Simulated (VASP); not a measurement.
Write the native input for VASP 6.6.1 that does the following.

```
Task                   : single point
Functional             : PBEsol
Potentials or basis    : VASP PAW PBE potentials, release 64 (Al)
Cutoff                 : 520 eV
k mesh                 : 10 × 10 × 10
Occupations            : fermi-dirac, width 0.1 eV
Spin                   : no spin polarisation
Dipole correction      : no
Further INCAR settings : ALGO = Normal; EDIFF = 1e-06; NBANDS = 10
```

The structure of Al lies in POSCAR:

```
Al
1.0
    0.0000000000      2.8723648297      2.8723648297
    2.8723648297      0.0000000000      2.8723648297
    2.8723648297      2.8723648297      0.0000000000
Al
2
Direct
    0.1250000000      0.1250000000      0.1250000000
    0.8750000000      0.8750000000      0.8750000000
```

This cell differs from its parent crystal: volume scaled by 0.88.

One way to write it, as run:

INCAR

```
SYSTEM = Al
PREC     = Accurate       ! precision mode
ENCUT    = 520            ! plane-wave cutoff, eV
EDIFF    = 1E-6           ! SCF threshold, eV
ISMEAR   = -1             ! smearing method
SIGMA    = 0.1            ! smearing width, eV
LREAL    = .False.        ! projectors in reciprocal space
LASPH    = .True.         ! aspherical terms in the spheres
NELM     = 100            ! most SCF steps
ALGO     = Normal         ! electronic algorithm
ISIF     = 2              ! what is computed and relaxed
LWAVE    = .False.        ! write WAVECAR
LCHARG   = .True.         ! write CHGCAR
GGA      = PS             ! functional
LELF     = .True.         ! ELF
LVHAR    = .True.       
NBANDS   = 10             ! bands
```

KPOINTS

```
regular mesh
0
Gamma
  10 10 10
  0 0 0
```

Potentials or basis: VASP PAW PBE potentials, release 64 (Al).

Command:

```bash
$ cat potpaw_PBE.64/Al/POTCAR > POTCAR
$ mpirun -np 1 vasp_std > vasp.out
```

It gave:

| Item | Value |
| --- | --- |
| Pressure | 6.7 GPa |
| Band gap on the k mesh | zero (band 3 reaches 6.19 eV, above the bottom of band 4 at 2.16 eV) |

Caveat: the PAW data sets were made with another functional, which shifts forces and pressure a little.

Run time: 14 s on 1 thread of Intel(R) Xeon(R) Platinum 8488C (Sapphire Rapids), on a shared host, peak memory 0.16 GiB.
